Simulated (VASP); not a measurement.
SiC: single point with PBE

The system is SiC.

```
Si C
1.0
     0.00000    2.33575    2.33575
     2.33575    0.00000    2.33575
     2.21585    2.21585    0.11990
Si C
1 1
Direct
  0.00000 0.00000 0.00000
  0.75000 0.75000 0.75000
```

```
Program                : VASP 6.6.1
Task                   : single point
Functional             : PBE
Potentials or basis    : VASP PAW PBE potentials, release 64 (Si, C)
Cutoff                 : 520 eV
k mesh                 : 12 × 12 × 12
Occupations            : gaussian, width 0.05 eV
Spin                   : no spin polarisation
Dipole correction      : no
Further INCAR settings : ALGO = Normal; EDIFF = 1e-07; NBANDS = 11
```

| Property | Result |
| --- | --- |
| Pressure | -17.6 GPa |
| Largest force | 0.511 eV/Å |
| Band gap on the k mesh | 1.21 eV, indirect (least direct gap 3.89 eV) |

Forces in eV/Å, atoms in the order of the input:
```
Si  -0.295 -0.295  0.295
C    0.295  0.295 -0.295
```

Stress tensor (GPa, compression positive):
```
-17.62  10.92 -10.92
 10.92 -17.62 -10.92
-10.92 -10.92 -17.62
```

Levels at points of the mesh, in eV from the valence-band top:
| k point | band 1 | band 2 | band 3 | band 4 | band 5 | band 6 | band 7 | band 8 |
| --- | --- | --- | --- | --- | --- | --- | --- | --- |
| (0.00, 0.00, 0.00) | -14.60 | -0.24 | -0.24 | 0.00 | 4.09 | 5.81 | 5.81 | 8.03 |
| (0.50, 0.00, 0.00) | -11.67 | -8.04 | -1.02 | -1.00 | 4.41 | 6.26 | 7.34 | 9.35 |
| (0.50, 0.50, 0.00) | -10.18 | -7.54 | -3.44 | -2.67 | 1.21 | 3.91 | 11.84 | 12.36 |
| (0.00, 0.00, 0.50) | -10.91 | -7.91 | -1.56 | -1.56 | 3.17 | 6.02 | 6.02 | 8.88 |

It took 77 s on 1 thread of Intel Xeon 6975P-C, on a shared host, peak memory 0.17 GiB.

A k mesh can miss the band edges. As with any semilocal functional, this PBE gap is likely too small.
